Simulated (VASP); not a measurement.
# PbS (C2/m) in VASP: single point with HSE06

Aim: the single point of PbS with HSE06.

Everything below comes from runs of VASP 6.6.1. Logs are shortened: lines on timing, memory, paths and dates and some standing lists are left out, and cuts for length are marked.

**1. The cell of the first run**

The typed cell holds 4 atoms: a = 4.199 Å, b = 4.199 Å, c = 5.955 Å, α = 90.03°, β = 90.03°, γ = 90.00°.

**2. Single point, HSE06**

Input file POSCAR:

```
PbS
1.0
    2.9546857060     -2.9689146782      0.2885111679
    2.9546857060      2.9689146782      0.2885111679
   -0.5835654437      0.0000000000      5.9261898233
Pb S
2 2
Direct
    0.7499848511      0.7499848511      0.7500022177
    0.2500151489      0.2500151489      0.2499977823
    0.2500793338      0.2500793338      0.7500269652
    0.7499206662      0.7499206662      0.2499730348
```

Input file INCAR.step1:

```
SYSTEM = PbS
ALGO = Normal
EDIFF = 1E-5
ENCUT = 520
GGA = PE
ISIF = 2
ISMEAR = 0
LASPH = .TRUE.
LREAL = .FALSE.
LWAVE = .TRUE.
NBANDS = 28
NELM = 60
PREC = Accurate
SIGMA = 0.01
```

Input file INCAR.step2:

```
SYSTEM = PbS
ALGO = Normal
EDIFF = 1E-6
ENCUT = 520
GGA = PE
HFSCREEN = 0.2079
ISIF = 2
ISMEAR = 0
ISTART = 1
LASPH = .TRUE.
LCHARG = .TRUE.
LELF = .TRUE.
LHFCALC = .TRUE.
LREAL = .FALSE.
LVHAR = .TRUE.
LWAVE = .FALSE.
NBANDS = 28
NELM = 60
PREC = Accurate
PRECFOCK = Normal
SIGMA = 0.01
```

Input file KPOINTS:

```
k-points
0
G
  4 4 2
  0 0 0
```

Potentials or basis: VASP PAW PBE potentials, release 64 (Pb_d, S).

Command:

```
> cat potpaw_PBE.64/Pb_d/POTCAR potpaw_PBE.64/S/POTCAR > POTCAR
> cp INCAR.step1 INCAR
> mpirun -np 1 vasp_std > vasp.out
> cp INCAR.step2 INCAR
> mpirun -np 1 vasp_std > vasp.out
```

OUTCAR:

```text
SYSTEM = PbS
   EDIFF = 1E-6
   ENCUT = 520
   GGA = PE
   HFSCREEN = 0.2079
   ISIF = 2
   ISMEAR = 0
   ISTART = 1
   LASPH = .TRUE.
   LHFCALC = .TRUE.
   LREAL = .FALSE.
   NELM = 60
   PREC = Accurate
   PRECFOCK = Normal

 ion  position               nearest neighbor table
   1  0.750  0.750  0.750-   3 2.97   3 2.97   3 2.97   3 2.97   4 2.98   4 2.98
   2  0.250  0.250  0.250-   4 2.97   4 2.97   4 2.97   4 2.97   3 2.98   3 2.98
   3  0.250  0.250  0.750-   1 2.97   1 2.97   1 2.97   1 2.97   2 2.98   2 2.98
   4  0.750  0.750  0.250-   2 2.97   2 2.97   2 2.97   2 2.97   1 2.98   1 2.98

  LATTYP: Found a base centered monoclinic cell.
 ALAT       =     5.9374763377
 B/A-ratio  =     1.0000594560
 C/A-ratio  =     1.0029266102
 COS(beta)  =    -0.0008191085

  Lattice vectors:

 A1 = (   2.9546857060,  -2.9689146782,   0.2885111679)
 A2 = (   2.9546857060,   2.9689146782,   0.2885111679)
 A3 = (  -0.5835654437,   0.0000000000,   5.9261898233)

Analysis of symmetry for initial positions (statically):
=====================================================================
 Subroutine PRICEL returns:
 Original cell was already a primitive cell.

 Routine SETGRP: Setting up the symmetry group for a
 base centered monoclinic supercell.

 Subroutine GETGRP returns: Found  4 space group operations
 (whereof  4 operations were pure point group operations)
 out of a pool of  4 trial point group operations.

The static configuration has the point symmetry C_2h.

Analysis of symmetry for dynamics (positions and initial velocities):
=====================================================================
 Subroutine PRICEL returns:
 Original cell was already a primitive cell.

 Routine SETGRP: Setting up the symmetry group for a
 base centered monoclinic supercell.

 Subroutine GETGRP returns: Found  4 space group operations
 (whereof  4 operations were pure point group operations)
 out of a pool of  4 trial point group operations.

The dynamic configuration has the point symmetry C_2h.

 Subroutine INISYM returns: Found  4 space group operations
 (whereof  4 operations are pure point group operations),
 and found     1 'primitive' translations

----------------------------------------------------------------------------------------

                                     Primitive cell

  volume of cell :     104.9713

  direct lattice vectors                    reciprocal lattice vectors
     2.954685706 -2.968914678  0.288511168     0.167611096 -0.168411711  0.016505047
     2.954685706  2.968914678  0.288511168     0.167611096  0.168411711  0.016505047
    -0.583565444  0.000000000  5.926189823    -0.016319988  0.000000000  0.167135419

  length of vectors
     4.198554594  4.198554594  5.954853017     0.238177246  0.238177246  0.167930314

  position of ions in fractional coordinates (direct lattice)
     0.749984851  0.749984851  0.750002218
     0.250015149  0.250015149  0.249997782
     0.250079334  0.250079334  0.750026965
     0.749920666  0.749920666  0.249973035

  ion indices of the primitive-cell ions
   primitive index   ion index
                 1           1
                 2           2
                 3           3
                 4           4

----------------------------------------------------------------------------------------

 KPOINTS: k-points

Automatic generation of k-mesh.
 Grid dimensions read from file:
 generate k-points for:    4    4    2

 Generating k-lattice:

  Cartesian coordinates                     Fractional coordinates (reciprocal lattice)
     0.041902774 -0.042102928  0.004126262     0.250000000 -0.000000000 -0.000000000
     0.041902774  0.042102928  0.004126262    -0.000000000  0.250000000 -0.000000000
    -0.008159994  0.000000000  0.083567709     0.000000000  0.000000000  0.500000000

  Length of vectors
     0.059544311  0.059544311  0.083965157

  Shift w.r.t. Gamma in fractional coordinates (k-lattice)
     0.000000000  0.000000000  0.000000000

 Subroutine IBZKPT returns following result:
 ===========================================

 Found     14 irreducible k-points:

 Following reciprocal coordinates:
            Coordinates               Weight
  0.000000  0.000000  0.000000      1.000000
  0.250000  0.000000  0.000000      4.000000
  0.500000  0.000000  0.000000      2.000000
  0.250000  0.250000  0.000000      2.000000
  0.500000  0.250000  0.000000      4.000000
 -0.250000  0.250000  0.000000      2.000000
  0.500000  0.500000  0.000000      1.000000
  0.000000  0.000000  0.500000      1.000000
  0.250000  0.000000  0.500000      4.000000
  0.500000  0.000000  0.500000      2.000000
  0.250000  0.250000  0.500000      2.000000
  0.500000  0.250000  0.500000      4.000000
 -0.250000  0.250000  0.500000      2.000000
  0.500000  0.500000  0.500000      1.000000
   k-points           NKPTS =     14   k-points in BZ     NKDIM =     32   number of bands    NBANDS=     28
   number of dos      NEDOS =    301   number of ions     NIONS =      4
   total plane-waves  NPLWV =  49152
   dimension x,y,z NGX =    32 NGY =   32 NGZ =   48
   dimension x,y,z NGXF=    64 NGYF=   64 NGZF=   96
   ions per type =               2   2
   NGX,Y,Z   is equivalent  to a cutoff of  12.67, 12.67, 13.40 a.u.
   NGXF,Y,Z  is equivalent  to a cutoff of  25.34, 25.34, 26.80 a.u.
 SYSTEM =  PbS
   PREC   = accura    normal or accurate (medium, high low for compatibility)
   ISTART =      1    job   : 0-new  1-cont  2-samecut
   ICHARG =      0    charge: 1-file 2-atom 10-const
   ISPIN  =      1    spin polarized calculation?
   LNONCOLLINEAR =      F non collinear calculations
   LSORBIT =      F    spin-orbit coupling
   LASPH  =      T    aspherical Exc in radial PAW
   ENCUT  =  520.0 eV  38.22 Ry    6.18 a.u.   7.81  7.81 11.07*2*pi/ulx,y,z
   NELM   =     60;   NELMIN=  2; NELMDL=  0     # of ELM steps
   EDIFF  = 0.1E-05   stopping-criterion for ELM
   LREAL  =      F    real-space projection
   EDIFFG = 0.1E-04   stopping-criterion for IOM
   NSW    =      0    number of steps for IOM
   IBRION =     -1    ionic relax: 0-MD 1-quasi-New 2-CG
   NFREE  =      0    steps in history (QN), initial steepest desc. (CG)
   ISIF   =      2    stress and relaxation
   ISYM   =      3    0-nonsym 1-usesym 2-fastsym
   POTIM  = 0.5000    time-step for ionic-motion
   TEBEG  =    0.0;   TEEND  =   0.0 temperature during run
   PSTRESS=    0.0 pullay stress
   NELECT =      40.0000    total number of electrons
   NUPDOWN=      -1.0000    fix difference up-down
   EMIN   =  10.00;   EMAX   =-10.00  energy-range for DOS
   EFERMI =   0.00;   METHOD = LEGACY
   ISMEAR =     0;   SIGMA  =   0.01  broadening in eV -4-tet -1-fermi 0-gaus
   EFERMI_NEDOS =   21; number of points for ismear=-14 and -15
   IALGO  =     38    algorithm
   IMIX   =      1    mixing-type and parameters
     AMIX     =   0.40;   BMIX     =  1.00
     AMIX_MAG =   1.60;   BMIX_MAG =  1.00
  volume/ion in A,a.u.               =      26.24       177.10
  Fermi-wavevector in a.u.,A,eV,Ry     =   1.186874  2.242867 19.166121  1.408670
  Thomas-Fermi vector in A             =   2.323038
   LORBIT       =      0    0 simple, 1 ext, 2 COOP (PROOUT), +10 PAW based schemes
   GGA     = PE    functional components
   LHFCALC =     T    Hartree Fock is set to
   PRECFOCK=normal    Normal, Fast or Accurate (Low or Medium for compatibility)
   ENCUT4O =  -1.0   cutoff for four orbital integrals eV
   NKREDX  =     1    reduce k-point grid by
   NKREDY  =     1    reduce k-point grid by
   NKREDZ  =     1    reduce k-point grid by
   AEXX    =    0.2500 exact exchange contribution
   HFSCREEN=    0.2079 screening length (either q_TF or 0.3 A-1)
   HFSCREENC=   0.2079 screening length for correlation (either q_TF or 0.3 A-1)
   ENCUTFOCK=  -1.0 apply spherical cutoff to Coloumb kernel
   IVDW    =     0    specifies the selected vdW correction
   LEPSILON=     F    determine dielectric tensor
   LRPA    =     F    only Hartree local field effects (RPA)
 non-spin polarized calculation
 Gauss-broadening in eV      SIGMA  =   0.01
  energy-cutoff  :      520.00
  volume of cell :      104.97
 maximum number of plane-waves:      2848
  NGX = 24; NGY = 24; NGZ = 36

 number of electron      39.9999995 magnetization

 Free energy of the ion-electron system (eV)
  ---------------------------------------------------
  ext. energy  EPLUGINS =         0.00000000
  ---------------------------------------------------
  free energy    TOTEN  =       -20.42883069 eV

  energy without entropy =      -20.42883069  energy(sigma->0) =      -20.42883069

 E-fermi :   5.5227     XC(G=0):  -8.0156

 val. band max:        5.4633240862   @ k =   0.5000   0.0000   0.5000
 cond. band min:       6.3014024607   @ k =   0.5000   0.0000   0.5000
 fundamental gap:      0.8380783745
 Fermi energy:         5.5227194271

 k-point     1 :       0.0000    0.0000    0.0000
  band No.  band energies     occupation
      1     -13.3066      2.00000
      2     -13.1435      2.00000
      3     -13.1401      2.00000
      4     -13.1398      2.00000
      5     -13.1398      2.00000
      6     -13.1157      2.00000
[... 20 lines left out ...]
     27      12.0455      0.00000
     28      12.9050      0.00000

 k-point     2 :       0.2500    0.0000    0.0000
  band No.  band energies     occupation
      1     -13.2645      2.00000
      2     -13.1504      2.00000
      3     -13.1392      2.00000
      4     -13.1304      2.00000
      5     -13.1239      2.00000
      6     -13.1189      2.00000
[... 20 lines left out ...]
     27      12.4172      0.00000
     28      13.3017      0.00000

 k-point     3 :       0.5000    0.0000    0.0000
  band No.  band energies     occupation
      1     -13.1918      2.00000
      2     -13.1918      2.00000
      3     -13.1324      2.00000
      4     -13.1324      2.00000
      5     -13.1269      2.00000
      6     -13.1269      2.00000
[... 306 lines left out ...]
      3     -13.1503      2.00000
      4     -13.1503      2.00000
      5     -13.1206      2.00000
      6     -13.1206      2.00000
[... 20 lines left out ...]
     27      14.5757      0.00000
     28      14.5763      0.00000

 k-point    14 :       0.5000    0.5000    0.5000
  band No.  band energies     occupation
      1     -13.2314      2.00000
      2     -13.2314      2.00000
      3     -13.1458      2.00000
      4     -13.1458      2.00000
      5     -13.1244      2.00000
      6     -13.1244      2.00000
[... 20 lines left out ...]
     27      14.4807      0.00000
     28      14.4813      0.00000

------------------------ aborting loop because EDIFF is reached ----------------------------------------

  FORCE on cell =-STRESS in cart. coord.  units (eV):
  Direction    XX          YY          ZZ          XY          YZ          ZX
  --------------------------------------------------------------------------------------
  -------------------------------------------------------------------------------------
  Total        0.0995148      0.0661866      3.2688111      0.0000000      0.0000000     -0.3011520
  in kB        1.5188943      1.0102064     49.8918828      0.0000000      0.0000000     -4.5964841
  external PRESSURE =      17.4736612 kB  Pullay stress =       0.0000000 kB

 VOLUME and BASIS-vectors are now :
 -----------------------------------------------------------------------------
  energy-cutoff  :      520.00
  volume of cell :      104.97
      direct lattice vectors                 reciprocal lattice vectors
     2.954685706 -2.968914678  0.288511168     0.167611096 -0.168411711  0.016505047
     2.954685706  2.968914678  0.288511168     0.167611096  0.168411711  0.016505047
    -0.583565444  0.000000000  5.926189823    -0.016319988  0.000000000  0.167135419

 POSITION                                       TOTAL-FORCE (eV/Angst)
 -----------------------------------------------------------------------------------
      3.99426      0.00000      4.87741        -0.000067      0.000000      0.000276
      1.33154      0.00000      1.62580         0.000067      0.000000     -0.000276
      1.04012      0.00000      4.58910         0.000518      0.000000      0.000148
      4.28568      0.00000      1.91411        -0.000518      0.000000     -0.000148
 -----------------------------------------------------------------------------------
    total drift:                                0.000001     -0.000000     -0.000002

  FREE ENERGIE OF THE ION-ELECTRON SYSTEM (eV)
  ---------------------------------------------------
  free  energy   TOTEN  =       -20.4288306928 eV

  energy  without entropy=      -20.4288306928  energy(sigma->0) =      -20.42883069
```

Run time: 46 min. Hardware: 1 thread of Oxide Virtual Turin-like, shared host; peak memory 0.33 GiB.

Results:

```yaml
Free_energy: -20.4288 eV
Pressure: 1.7 GPa
Band_gap_on_the_k_mesh: 0.84 eV
```

Levels at points of the mesh, in eV from the valence-band top:
| k point | band 16 | band 17 | band 18 | band 19 | band 20 | band 21 | band 22 | band 23 | band 24 | band 25 |
| --- | --- | --- | --- | --- | --- | --- | --- | --- | --- | --- |
| (0.00, 0.00, 0.00) | -3.86 | -3.86 | -2.48 | -2.48 | -2.45 | 4.40 | 5.95 | 6.04 | 6.04 | 6.45 |
| (0.50, 0.00, 0.00) | -4.14 | -2.19 | -2.18 | -0.83 | -0.83 | 1.94 | 1.94 | 3.00 | 3.00 | 4.93 |
| (0.50, 0.50, 0.00) | -5.79 | -3.88 | -3.88 | -3.85 | -3.85 | 4.39 | 4.39 | 6.50 | 6.50 | 6.51 |
| (0.00, 0.00, 0.50) | -3.20 | -3.20 | -3.20 | -1.99 | -1.99 | 3.04 | 3.05 | 5.33 | 5.33 | 5.73 |
| (0.50, 0.00, 0.50) | -2.11 | -2.07 | -2.07 | 0.00 | 0.00 | 0.84 | 0.84 | 2.50 | 2.50 | 2.50 |
| (0.50, 0.50, 0.50) | -4.94 | -4.94 | -4.94 | -1.26 | -1.26 | 2.79 | 2.79 | 5.44 | 5.44 | 5.44 |

Caveat: the k points lie up to 0.53 Å⁻¹ apart; the PAW data sets were made with another functional, which shifts forces and pressure a little; spin-orbit coupling is left out, which moves the levels of the heavy elements.
